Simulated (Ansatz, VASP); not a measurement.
# Mg3Zn2O5: VASP beside Ansatz

File INCAR:

```
PREC = Accurate
ENCUT = 520
EDIFF = 1E-6
ISMEAR = 0
SIGMA = 0.02
LREAL = F
LASPH = T
NELM = 60
ALGO = Normal
ISIF = 2
LWAVE = F
LCHARG = F
GGA = PS
NBANDS = 41
```

File KPOINTS:

```
regular mesh
0
Gamma
  10 10 10
```

File POSCAR:

```
Mg3Zn2O5
1.0
   -1.5178358000      2.1409447000      7.5693460000
    1.5178358000     -2.1409447000      7.5693460000
    1.5178358000      2.1409447000     -7.5693460000
Mg Zn O
3 2 5
Direct
    0.4004240000      0.4004240000      0.0000000000
    0.5995760000      0.5995760000      0.0000000000
    0.0000000000      0.0000000000      0.0000000000
    0.8003930000      0.8003930000      0.0000000000
    0.1996070000      0.1996070000      0.0000000000
    0.0974650000      0.5974650000      0.5000000000
    0.3024080000      0.8024080000      0.5000000000
    0.5000000000      0.0000000000      0.5000000000
    0.6975920000      0.1975920000      0.5000000000
    0.9025350000      0.4025350000      0.5000000000
```

Input for Ansatz:

```yaml
crystal:
  lattice:
    - [-1.5178358, 2.1409447, 7.569346]
    - [1.5178358, -2.1409447, 7.569346]
    - [1.5178358, 2.1409447, -7.569346]
  atoms:
    - { symbol: Mg, position: [0.400424, 0.400424, 0.0] }
    - { symbol: Mg, position: [0.599576, 0.599576, 0.0] }
    - { symbol: Mg, position: [0.0, 0.0, 0.0] }
    - { symbol: Zn, position: [0.800393, 0.800393, 0.0] }
    - { symbol: Zn, position: [0.199607, 0.199607, 0.0] }
    - { symbol: O, position: [0.097465, 0.597465, 0.5] }
    - { symbol: O, position: [0.302408, 0.802408, 0.5] }
    - { symbol: O, position: [0.5, 0.0, 0.5] }
    - { symbol: O, position: [0.697592, 0.197592, 0.5] }
    - { symbol: O, position: [0.902535, 0.402535, 0.5] }
basis:
  ecutwfc: 420
kpoints:
  mp_grid: { grid: [10, 10, 10] }
  band_path:
    path:
      - [[0.0, 0.0, 0.0], [0.5, 0.5, -0.5], [0.26005247, 0.73994753, -0.26005247]]
      - [[-0.26005247, 0.26005247, 0.26005247], [0.0, 0.0, 0.0], [0.27000019, -0.27000019, 0.27000019]]
      - [[0.72999981, 0.27000019, -0.27000019], [0.5, 0.5, -0.5]]
      - [[0.0, 0.0, 0.0], [0.0, 0.5, 0.0], [0.25, 0.25, 0.25], [0.5, 0.0, 0.0], [0.0, 0.0, 0.0], [0.0, 0.0, 0.5], [0.25, 0.25, 0.25]]
    npoints: 14
hamiltonian:
  xc: pbesol
scf:
  occupations: { method: gaussian, width: 0.02 }
  n_extra_bands: 25
output:
  forces: true
  stress: true
  eigenvalues: true
  populations: true
  dos: { projected: true, de: 0.02, nscf_kmesh: { grid: [15, 15, 15] } }
  bader: true
  write_density: true
  write_potential: true
  elf: true
  volumetric_format: npy
```

Alike in both runs: task single point; functional PBEsol; k mesh 10 × 10 × 10; occupations gaussian, width 0.02 eV; no spin polarisation.

```csv
,VASP,Ansatz
version,VASP 6.6.1,Ansatz 0.2.0
potentials or method,"VASP PAW PBE potentials, release 64 (Mg, Zn, O), cutoff 520 eV","scalar-relativistic, plane waves, PAW"
valence electrons in the cell,60,84
```

```csv
,VASP,Ansatz,Ansatz less VASP
gap on the k mesh at the Fermi level (eV),2.41,2.43,+0.022
least direct gap on the mesh (eV),2.70,2.71,+0.018
pressure (GPa),-5.5,-5.6,-0.05
"traceless stress, the component that is largest in VASP (GPa)",0.07,0.08,+0.016
rms of the force components (eV/Å),0.026,0.046,+0.0198
```

VASP's potentials were made for PBE, not for PBEsol. Atom by atom the forces differ by 0.020 eV/Å (rms over components). With one functional, cell and mesh, what is left measures potentials, basis and numerics. VASP's potentials hold 60 valence electrons a cell and Ansatz's 84, so a difference there can come from the potentials and not from the codes.
